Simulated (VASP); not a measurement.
Here is a VASP 6.6.1 calculation.

INCAR

```
PREC = Accurate ; ENCUT = 520
EDIFF = 1E-6 ; ISMEAR = -1
SIGMA = 0.1 ; LREAL = False
LASPH = True ; NELM = 80
ALGO = Normal ; ISIF = 2
LWAVE = False ; LCHARG = False
GGA = PE ; NBANDS = 12
```

File KPOINTS:

```
Automatic mesh
0
Gamma
  17 17 16
```

POSCAR

```
Ti
1.0
    2.5230690149      0.0000000000      0.0000000000
   -1.2615345075      2.1850418624      0.0000000000
    0.0000000000      0.0000000000      2.4783319306
Ti
1
Direct
    0.0000000000      0.0000000000      0.0000000000
```

Potentials or basis: VASP PAW PBE potentials, release 64 (Ti_sv).

Launch:

```console
$ cat potpaw_PBE.64/Ti_sv/POTCAR > POTCAR
$ mpirun -np 1 vasp_std > vasp.out
```

Q: Estimate the band gap on the k mesh.

A: Zero (band 6 reaches 11.23 eV, above the bottom of band 7 at 10.26 eV).

Q: What does it give for the pressure?

A: 37.5 GPa.
